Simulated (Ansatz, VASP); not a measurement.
One calculation of TiC, two programs

```
CELL_PARAMETERS angstrom
0.00000 2.13154 2.09908
2.13154 0.00000 2.09908
2.13154 2.13154 0.00000
ATOMIC_POSITIONS crystal
Ti 0.00000 0.00000 0.00000
C 0.50000 0.50000 0.50000
```

Change from the starting cell: strain -0.015 along x and y, -0.030 along z, atoms carried along.

Alike in both runs: task single point; functional r2SCAN; k mesh 18 × 18 × 18; occupations gaussian, width 0.15 eV; no spin polarisation.

|  | VASP | Ansatz |
| --- | --- | --- |
| version | VASP 6.6.1 | Ansatz 0.2.0 |
| potentials or method | VASP PAW PBE potentials, release 64 (Ti_sv, C), cutoff 520 eV | scalar-relativistic, plane waves, PAW |
| valence electrons in the cell | 16 | 16 |

```tsv
	VASP	Ansatz	Ansatz less VASP
gap on the k mesh at the Fermi level (eV)	none	none	-
pressure (GPa)	19.1	18.0	-1.07
traceless stress, the component that is largest in VASP (GPa)	5.52	5.46	-0.054
```

VASP's potentials were made for PBE, not for r2SCAN. A gap of «none» marks a metal or a gap that the smearing closes.
